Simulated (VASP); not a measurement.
A run of VASP 6.6.1 is set up as follows.

INCAR

```
  PREC = Accurate
  ENCUT = 600
  EDIFF = 1E-7
  ISMEAR = 0
  SIGMA = 0.1
  LREAL = F
  LASPH = T
  NELM = 80
  ALGO = Fast
  ISIF = 3
  LWAVE = F
  LCHARG = F
  GGA = PE
  IBRION = 2
  NSW = 100
  EDIFFG = -0.01
```

KPOINTS

```
regular mesh
0
Gamma
  8 8 12
```

The input POSCAR:

```
B2Ru3
1.0
    4.6742802242      0.0000000000      0.0000000000
    0.0000000000      4.6742802242      0.0000000000
    0.0000000000      0.0000000000      3.0445372573
B Ru
2 3
Direct
    0.5000000000      0.5000000000      0.2493739647
    0.5000000000      0.5000000000      0.7506260353
    0.0000000000      0.0000000000      0.0000000000
    0.0000000000      0.5000000000      0.0000000000
    0.5000000000      0.0000000000      0.0000000000
```

Potentials or basis: VASP PAW PBE potentials, release 64 (B, Ru_pv).

Launch:

```console
$ cat potpaw_PBE.64/B/POTCAR potpaw_PBE.64/Ru_pv/POTCAR > POTCAR
$ mpirun -np 1 vasp_std > vasp.out
```

Estimate the relaxed cell.

a = 4.673 Å, b = 4.673 Å, c = 3.053 Å, α = 90.00°, β = 90.00°, γ = 90.00°.

Predict the band gap on the k mesh.

zero (bands 24 and 25 overlap by 2.51 eV).

What does it give for the relaxed volume?

13.33 Å³/atom.

Predict the space group after relaxing (to 0.1 Å).

P4/mmm (No. 123).

Final structure:
```
B Ru
1.0
     4.67266    0.00000    0.00000
     0.00000    4.67266    0.00000
     0.00000    0.00000    3.05293
B Ru
2 3
Direct
  0.50000 0.50000 0.24892
  0.50000 0.50000 0.75108
  0.00000 0.00000 0.00000
  0.00000 0.50000 0.00000
  0.50000 0.00000 0.00000
```

Caveat: the highest band is partly filled, so the run has too few bands.
